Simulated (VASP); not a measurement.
# ZrGa3 (I4/mmm) in VASP: a series of runs

The runs below take ZrGa3 through electric field gradients, with LDA.

All numbers are computed with VASP 6.6.1; they aren't measurements. Logs are shortened: lines on timing, memory, paths and dates and some standing lists are left out, and cuts for length are marked.

### Step 1. The cell of the first run

Symmetry: I4/mmm, No. 139, tetragonal system. Conventional cell: a = 3.971 Å, b = 3.971 Å, c = 8.816 Å, α = 90.00°, β = 90.00°, γ = 90.00°. Within 3.7 Å of Zr (site symmetry 4/mmm) lie 12 Ga at 2.81 to 2.97 Å. Ga (site symmetry 4/mmm) has 4 Zr at 2.81 Å and 8 Ga at 2.97 Å within 3.7 Å. Ga (site symmetry -4m2) has 8 Ga at 2.81 to 2.97 Å and 4 Zr at 2.97 Å within 3.7 Å.

### Step 2. Electric field gradients, LDA (zz strain of +1 %)

INCAR reads:

```
SYSTEM = ZrGa3
ALGO = Normal
EDIFF = 1E-8
ENCUT = 520
GGA = CA
ISIF = 2
ISMEAR = -1
LASPH = .TRUE.
LCHARG = .FALSE.
LEFG = .TRUE.
LREAL = .FALSE.
LWAVE = .FALSE.
NBANDS = 34
NELM = 60
PREC = Accurate
SIGMA = 0.03
```

KPOINTS reads:

```
k-points
0
G
  12 12 12
  0 0 0
```

POSCAR reads:

```
ZrGa3
1.0
   -1.9855000000      1.9855000000      4.4081450000
    1.9855000000     -1.9855000000      4.4081450000
    1.9855000000      1.9855000000     -4.4081450000
Zr Ga
1 3
Direct
    0.0000000000      0.0000000000      0.0000000000
    0.5000000000      0.5000000000      0.0000000000
    0.7500000000      0.2500000000      0.5000000000
    0.2500000000      0.7500000000      0.5000000000
```

Potentials or basis: VASP PAW LDA potentials, release 64 (Zr_sv, Ga_d).

On the command line:

```bash
cat potpaw_LDA.64/Zr_sv/POTCAR potpaw_LDA.64/Ga_d/POTCAR > POTCAR
mpirun -np 1 vasp_std > vasp.out
```

OUTCAR:

```text
SYSTEM = ZrGa3
   EDIFF = 1E-8
   ENCUT = 520
   GGA = CA
   ISIF = 2
   ISMEAR = -1
   LASPH = .TRUE.
   LREAL = .FALSE.
   NELM = 60
   PREC = Accurate

 ion  position               nearest neighbor table
   1  0.000  0.000  0.000-   2 2.81   2 2.81   2 2.81   2 2.81   4 2.97   3 2.97   4 2.97   4 2.97
                             3 2.97   3 2.97   4 2.97   3 2.97
   2  0.500  0.500  0.000-   1 2.81   1 2.81   1 2.81   1 2.81
   3  0.750  0.250  0.500-   4 2.81   4 2.81   4 2.81   4 2.81   1 2.97   1 2.97   1 2.97   1 2.97

   4  0.250  0.750  0.500-   3 2.81   3 2.81   3 2.81   3 2.81   1 2.97   1 2.97   1 2.97   1 2.97

  LATTYP: Found a body centered tetragonal cell.
 ALAT       =     3.9710000000
 C/A-ratio  =     2.2201687232

  Lattice vectors:

 A1 = (  -1.9855000000,   1.9855000000,   4.4081450000)
 A2 = (   1.9855000000,  -1.9855000000,   4.4081450000)
 A3 = (   1.9855000000,   1.9855000000,  -4.4081450000)

Analysis of symmetry for initial positions (statically):
=====================================================================
 Subroutine PRICEL returns:
 Original cell was already a primitive cell.

 Routine SETGRP: Setting up the symmetry group for a
 body centered tetragonal supercell.

 Subroutine GETGRP returns: Found 16 space group operations
 (whereof 16 operations were pure point group operations)
 out of a pool of 16 trial point group operations.

The static configuration has the point symmetry D_4h.

Analysis of symmetry for dynamics (positions and initial velocities):
=====================================================================
 Subroutine PRICEL returns:
 Original cell was already a primitive cell.

 Routine SETGRP: Setting up the symmetry group for a
 body centered tetragonal supercell.

 Subroutine GETGRP returns: Found 16 space group operations
 (whereof 16 operations were pure point group operations)
 out of a pool of 16 trial point group operations.

The dynamic configuration has the point symmetry D_4h.

 Subroutine INISYM returns: Found 16 space group operations
 (whereof 16 operations are pure point group operations),
 and found     1 'primitive' translations

----------------------------------------------------------------------------------------

                                     Primitive cell

  volume of cell :      69.5113

  direct lattice vectors                    reciprocal lattice vectors
    -1.985500000  1.985500000  4.408145000     0.000000000  0.251825737  0.113426396
     1.985500000 -1.985500000  4.408145000     0.251825737  0.000000000  0.113426396
     1.985500000  1.985500000 -4.408145000     0.251825737  0.251825737  0.000000000

  length of vectors
     5.226486663  5.226486663  5.226486663     0.276191508  0.276191508  0.356135372

  position of ions in fractional coordinates (direct lattice)
     0.000000000  0.000000000  0.000000000
     0.500000000  0.500000000  0.000000000
     0.750000000  0.250000000  0.500000000
     0.250000000  0.750000000  0.500000000

  ion indices of the primitive-cell ions
   primitive index   ion index
                 1           1
                 2           2
                 3           3
                 4           4

----------------------------------------------------------------------------------------

 KPOINTS: k-points

Automatic generation of k-mesh.
 Grid dimensions read from file:
 generate k-points for:   12   12   12

 Generating k-lattice:

  Cartesian coordinates                     Fractional coordinates (reciprocal lattice)
     0.000000000  0.020985478  0.009452200     0.083333333  0.000000000  0.000000000
     0.020985478  0.000000000  0.009452200     0.000000000  0.083333333  0.000000000
     0.020985478  0.020985478  0.000000000     0.000000000  0.000000000  0.083333333

  Length of vectors
     0.023015959  0.023015959  0.029677948

  Shift w.r.t. Gamma in fractional coordinates (k-lattice)
     0.000000000  0.000000000  0.000000000

 Subroutine IBZKPT returns following result:
 ===========================================

 Found    163 irreducible k-points:

 Following reciprocal coordinates:
            Coordinates               Weight
  0.000000  0.000000  0.000000      1.000000
  0.083333  0.000000  0.000000      8.000000
  0.166667 -0.000000  0.000000      8.000000
  0.250000 -0.000000  0.000000      8.000000
  0.333333  0.000000  0.000000      8.000000
  0.416667 -0.000000  0.000000      8.000000
[... 16 lines left out ...]
  0.500000  0.166667  0.000000     16.000000
 -0.416667  0.166667 -0.000000     16.000000
 [... further k-points ...]
   k-points           NKPTS =    163   k-points in BZ     NKDIM =    163   number of bands    NBANDS=     34
   number of dos      NEDOS =    301   number of ions     NIONS =      4
   total plane-waves  NPLWV =  64000
   dimension x,y,z NGX =    40 NGY =   40 NGZ =   40
   dimension x,y,z NGXF=    80 NGYF=   80 NGZF=   80
   ions per type =               1   3
   NGX,Y,Z   is equivalent  to a cutoff of  12.72, 12.72, 12.72 a.u.
   NGXF,Y,Z  is equivalent  to a cutoff of  25.45, 25.45, 25.45 a.u.
 SYSTEM =  ZrGa3
   PREC   = accura    normal or accurate (medium, high low for compatibility)
   ISTART =      0    job   : 0-new  1-cont  2-samecut
   ICHARG =      2    charge: 1-file 2-atom 10-const
   ISPIN  =      1    spin polarized calculation?
   LNONCOLLINEAR =      F non collinear calculations
   LSORBIT =      F    spin-orbit coupling
   LASPH  =      T    aspherical Exc in radial PAW
   ENCUT  =  520.0 eV  38.22 Ry    6.18 a.u.   9.72  9.72  9.72*2*pi/ulx,y,z
   NELM   =     60;   NELMIN=  2; NELMDL= -5     # of ELM steps
   EDIFF  = 0.1E-07   stopping-criterion for ELM
   LREAL  =      F    real-space projection
   EDIFFG = 0.1E-06   stopping-criterion for IOM
   NSW    =      0    number of steps for IOM
   IBRION =     -1    ionic relax: 0-MD 1-quasi-New 2-CG
   NFREE  =      0    steps in history (QN), initial steepest desc. (CG)
   ISIF   =      2    stress and relaxation
   ISYM   =      2    0-nonsym 1-usesym 2-fastsym
   POTIM  = 0.5000    time-step for ionic-motion
   TEBEG  =    0.0;   TEEND  =   0.0 temperature during run
   PSTRESS=    0.0 pullay stress
   NELECT =      51.0000    total number of electrons
   NUPDOWN=      -1.0000    fix difference up-down
   EMIN   =  10.00;   EMAX   =-10.00  energy-range for DOS
   EFERMI =   0.00;   METHOD = LEGACY
   ISMEAR =    -1;   SIGMA  =   0.03  broadening in eV -4-tet -1-fermi 0-gaus
   EFERMI_NEDOS =   21; number of points for ismear=-14 and -15
   IALGO  =     38    algorithm
   IMIX   =      4    mixing-type and parameters
     AMIX     =   0.40;   BMIX     =  1.00
     AMIX_MAG =   1.60;   BMIX_MAG =  1.00
  volume/ion in A,a.u.               =      17.38       117.27
  Fermi-wavevector in a.u.,A,eV,Ry     =   1.476544  2.790263 29.663172  2.180182
  Thomas-Fermi vector in A             =   2.591058
   LORBIT       =      0    0 simple, 1 ext, 2 COOP (PROOUT), +10 PAW based schemes
   GGA     = CA    functional components
   LHFCALC =     F    Hartree Fock is set to
   AEXX    =    0.0000 exact exchange contribution
   IVDW    =     0    specifies the selected vdW correction
   LEPSILON=     F    determine dielectric tensor
   LRPA    =     F    only Hartree local field effects (RPA)
 non-spin polarized calculation
  energy-cutoff  :      520.00
  volume of cell :       69.51
 maximum number of plane-waves:      1904
   NGX = 19   NGY = 19   NGZ = 19

 number of electron      50.9999980 magnetization

 Free energy of the ion-electron system (eV)
  ---------------------------------------------------
  ext. energy  EPLUGINS =         0.00000000
  ---------------------------------------------------
  free energy    TOTEN  =       -22.15484640 eV

  energy without entropy =      -22.15120024  energy(sigma->0) =      -22.15302332

 E-fermi :   7.4196     XC(G=0): -12.0342

 val. band max:        7.4102806803   @ k =  -0.2500  -0.2500   0.0833
 cond. band min:       7.4361794909   @ k =  -0.3333  -0.4167   0.0833
 fundamental gap:      0.0258988106
 Fermi energy:         7.4195617526

 k-point     1 :       0.0000    0.0000    0.0000
  band No.  band energies     occupation
      1     -40.9168      2.00000
      2     -19.1590      2.00000
      3     -19.1590      2.00000
      4     -19.1047      2.00000
      5      -7.4613      2.00000
      6      -7.3668      2.00000
[... 26 lines left out ...]
     33      12.5080      0.00000
     34      13.7489      0.00000

 k-point     2 :       0.0833    0.0000    0.0000
  band No.  band energies     occupation
      1     -40.9165      2.00000
      2     -19.1650      2.00000
      3     -19.1589      2.00000
      4     -19.1046      2.00000
      5      -7.4530      2.00000
      6      -7.3650      2.00000
[... 26 lines left out ...]
     33      12.9772      0.00000
     34      14.1487      0.00000

 k-point     3 :       0.1667   -0.0000    0.0000
  band No.  band energies     occupation
      1     -40.9159      2.00000
      2     -19.1813      2.00000
      3     -19.1585      2.00000
      4     -19.1042      2.00000
      5      -7.4289      2.00000
      6      -7.3611      2.00000
[... 26 lines left out ...]
     33      13.4232      0.00000
     34      14.8234      0.00000

 k-point     4 :       0.2500   -0.0000    0.0000
  band No.  band energies     occupation
      1     -40.9149      2.00000
      2     -19.2034      2.00000
      3     -19.1579      2.00000
      4     -19.1037      2.00000
      5      -7.3908      2.00000
      6      -7.3577      2.00000
[... 26 lines left out ...]
     33      13.5196      0.00000
     34      14.2060      0.00000

 k-point     5 :       0.3333    0.0000    0.0000
  band No.  band energies     occupation
      1     -40.9140      2.00000
      2     -19.2254      2.00000
      3     -19.1573      2.00000
      4     -19.1032      2.00000
      5      -7.3525      2.00000
      6      -7.3466      2.00000
[... 621 lines left out ...]
 k-point    22 :       0.4167    0.1667    0.0000
  band No.  band energies     occupation
      1     -40.9125      2.00000
      2     -19.2374      2.00000
      3     -19.1756      2.00000
      4     -19.1015      2.00000
      5      -7.3521      2.00000
      6      -7.3382      2.00000
[... 26 lines left out ...]
     33      14.2383      0.00000
     34      14.8494      0.00000

 k-point    23 :       0.5000    0.1667    0.0000
  band No.  band energies     occupation
      1     -40.9123      2.00000
      2     -19.2429      2.00000
      3     -19.1752      2.00000
      4     -19.1004      2.00000
      5      -7.3414      2.00000
      6      -7.3354      2.00000
[... 26 lines left out ...]
     33      13.8558      0.00000
     34      14.8401      0.00000

 k-point    24 :      -0.4167    0.1667   -0.0000
  band No.  band energies     occupation
      1     -40.9125      2.00000
      2     -19.2374      2.00000
      3     -19.1755      2.00000
      4     -19.1000      2.00000
      5      -7.3440      2.00000
      6      -7.3304      2.00000
[... 26 lines left out ...]
     33      14.1073      0.00000
     34      14.7011      0.00000

 [... further k-points ...]
[... 5 lines left out ...]
  --------------------------------------------------------------------------------------
  -------------------------------------------------------------------------------------
  Total       -3.7898330     -3.7898330     -0.3016699      0.0000000      0.0000000     -0.0000000
  in kB      -87.3524348    -87.3524348     -6.9532346      0.0000000      0.0000000     -0.0000000
  external PRESSURE =     -60.5527014 kB  Pullay stress =       0.0000000 kB

 VOLUME and BASIS-vectors are now :
 -----------------------------------------------------------------------------
  energy-cutoff  :      520.00
  volume of cell :       69.51
      direct lattice vectors                 reciprocal lattice vectors
    -1.985500000  1.985500000  4.408145000     0.000000000  0.251825737  0.113426396
     1.985500000 -1.985500000  4.408145000     0.251825737  0.000000000  0.113426396
     1.985500000  1.985500000 -4.408145000     0.251825737  0.251825737  0.000000000

 POSITION                                       TOTAL-FORCE (eV/Angst)
 -----------------------------------------------------------------------------------
      0.00000      0.00000      0.00000         0.000000     -0.000000      0.000000
      0.00000      0.00000      4.40815         0.000000     -0.000000      0.000000
      0.00000      1.98550      2.20407        -0.000000     -0.000000     -0.000000
      1.98550      0.00000      2.20407         0.000000      0.000000     -0.000000
 -----------------------------------------------------------------------------------
    total drift:                               -0.000000     -0.000000      0.000000

  FREE ENERGIE OF THE ION-ELECTRON SYSTEM (eV)
  ---------------------------------------------------
  free  energy   TOTEN  =       -22.1548464042 eV

  energy  without entropy=      -22.1512002410  energy(sigma->0) =      -22.15302332

 Electric field gradients (V/A^2)
---------------------------------------------------------------------
 ion       V_xx      V_yy      V_zz      V_xy      V_xz      V_yz
---------------------------------------------------------------------
   1      20.664    20.664   -41.328    -0.000    -0.000    -0.000
   2     -49.062   -49.062    98.124     0.001     0.002     0.002
   3      22.635    22.635   -45.269     0.001     0.002     0.002
   4      22.635    22.635   -45.269     0.001     0.002     0.002
---------------------------------------------------------------------

 Electric field gradients after diagonalization (V/A^2)
 (convention: |V_zz| > |V_xx| > |V_yy|)
----------------------------------------------------------------------
 ion       V_xx      V_yy      V_zz     asymmetry (V_yy - V_xx)/ V_zz
----------------------------------------------------------------------
   1      20.664    20.664   -41.328       0.000
   2     -49.062   -49.061    98.124       0.000
   3      22.635    22.634   -45.269       0.000
   4      22.635    22.634   -45.269       0.000
----------------------------------------------------------------------

           NMR quadrupolar parameters

 Cq : quadrupolar parameter    Cq=e*Q*V_zz/h
 eta: asymmetry parameters     (V_yy - V_xx)/ V_zz
 Q  : nuclear electric quadrupole moment in mb (millibarn)
----------------------------------------------------------------------
 ion       Cq(MHz)       eta       Q (mb)
----------------------------------------------------------------------
   1      -0.100       0.000       1.000
   2       0.237       0.000       1.000
   3      -0.109       0.000       1.000
   4      -0.109       0.000       1.000
----------------------------------------------------------------------
```

It took 16 min on 1 thread of Intel Xeon 8259CL, shared host; peak memory 0.41 GiB.

Results:

```
Free energy                             : -22.1548 eV
Pressure                                : -6.1 GPa
Band gap on the k mesh                  : zero (an odd number of electrons rules out a gap without spin polarisation)
Largest electric field gradient by atom : Zr -41.3; Ga +98.1, -45.3 (each value once) V/Å²
```

Levels at points of the mesh, in eV from the Fermi level:
| k point | band 23 | band 24 | band 25 | band 26 | band 27 | band 28 | band 29 | band 30 |
| --- | --- | --- | --- | --- | --- | --- | --- | --- |
| (0.00, 0.00, 0.00) | -1.57 | -1.51 | -1.51 | -0.63 | 1.67 | 2.03 | 2.03 | 4.09 |
| (0.50, 0.00, 0.00) | -3.71 | -1.49 | -0.25 | 0.62 | 2.36 | 2.50 | 2.52 | 3.49 |
| (0.50, 0.50, 0.00) | -3.50 | -2.34 | -2.29 | -1.21 | 2.59 | 2.75 | 2.91 | 3.78 |
| (0.50, 0.50, 0.50) | -1.03 | -1.03 | 0.03 | 1.28 | 1.28 | 1.73 | 3.38 | 4.72 |

Electric field gradients, principal values (V/Å²):
```csv
atom,least,middle,greatest (by size)
1 Zr,20.664,20.664,-41.328
2 Ga,-49.061,-49.062,98.124
3 Ga,22.634,22.635,-45.269
4 Ga,22.634,22.635,-45.269
```

Caveat: the cell differs from its parent crystal (zz strain of +1 %); the stress differs along the axes, from -9 to -1 GPa; without QUAD_EFG the Cq values of the log hold for a quadrupole moment of 1 mb, not for the nuclei.

(Part 1 of 2 ends here.)

The gap in the log of VASP goes by the Fermi energy; the results here count the filled bands.